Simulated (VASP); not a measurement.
Wanted: the native input for a VASP 6.6.1 run.

```yaml
Task: single point
Functional: r2SCAN
Potentials_or_basis: VASP PAW PBE potentials, release 64 (Sr_sv, O)
Cutoff: 520 eV
k_mesh: 9 × 9 × 5
Occupations: fermi-dirac, width 0.05 eV
Spin: no spin polarisation
Dipole_correction: no
Further_INCAR_settings: ALGO = Normal; EDIFF = 1e-06; NBANDS = 24
```

Crystal: SrO.

```xyz
4
Lattice="3.5053 0.0000 0.0000 -1.7526 3.0356 0.0000 0.0000 0.0000 6.1333" Properties=species:S:1:pos:R:3 pbc="T T T"
Sr    1.7526    1.0119    4.6000
Sr    0.0000    2.0238    1.5333
O     0.0000    0.0000    3.0666
O     0.0000    0.0000    0.0000
```

The input as run:

POSCAR

```
SrO
1.0
    3.5052647967      0.0000000000      0.0000000000
   -1.7526323983      3.0356483609      0.0000000000
    0.0000000000      0.0000000000      6.1332760581
Sr O
2 2
Direct
    0.6666666667      0.3333333333      0.7500000000
    0.3333333333      0.6666666667      0.2500000000
    0.0000000000      0.0000000000      0.5000000000
    0.0000000000      0.0000000000      0.0000000000
```

INCAR.step1

```
SYSTEM = SrO
PREC = Accurate
ENCUT = 520
ISMEAR = -1
SIGMA = 0.05
LREAL = .False.
LASPH = .True.
NELM = 80
NBANDS = 24
GGA = PE
ALGO = Normal
EDIFF = 1E-4
LWAVE = .True.
LCHARG = .False.
```

INCAR.step2

```
SYSTEM = SrO
PREC = Accurate
ENCUT = 520
EDIFF = 1E-6
ISMEAR = -1
SIGMA = 0.05
LREAL = .False.
LASPH = .True.
NELM = 80
ALGO = Normal
ISIF = 2
LWAVE = .False.
LCHARG = .True.
METAGGA = R2SCAN
LMIXTAU = .True.
LELF = .True.
LVHAR = .True.
NBANDS = 24
ISTART = 1
```

KPOINTS

```
regular mesh
0
Gamma
  9 9 5
  0 0 0
```

Potentials or basis: VASP PAW PBE potentials, release 64 (Sr_sv, O).

Run with:

```sh
$ cat potpaw_PBE.64/Sr_sv/POTCAR potpaw_PBE.64/O/POTCAR > POTCAR
$ cp INCAR.step1 INCAR
$ mpirun -np 1 vasp_std > vasp.out
$ cp INCAR.step2 INCAR
$ mpirun -np 1 vasp_std > vasp.out
```

Results of the run:

| Property | Result |
| --- | --- |
| Pressure | 4.2 GPa |
| Band gap on the k mesh | 3.53 eV (least direct gap 3.79 eV) |

Caveat: the cell stands under pressure; the PAW data sets were made with another functional, which shifts forces and pressure a little.

Run time: 5.5 min on 1 thread of Intel Xeon 8259CL, with other jobs on the host, peak memory 0.23 GiB.
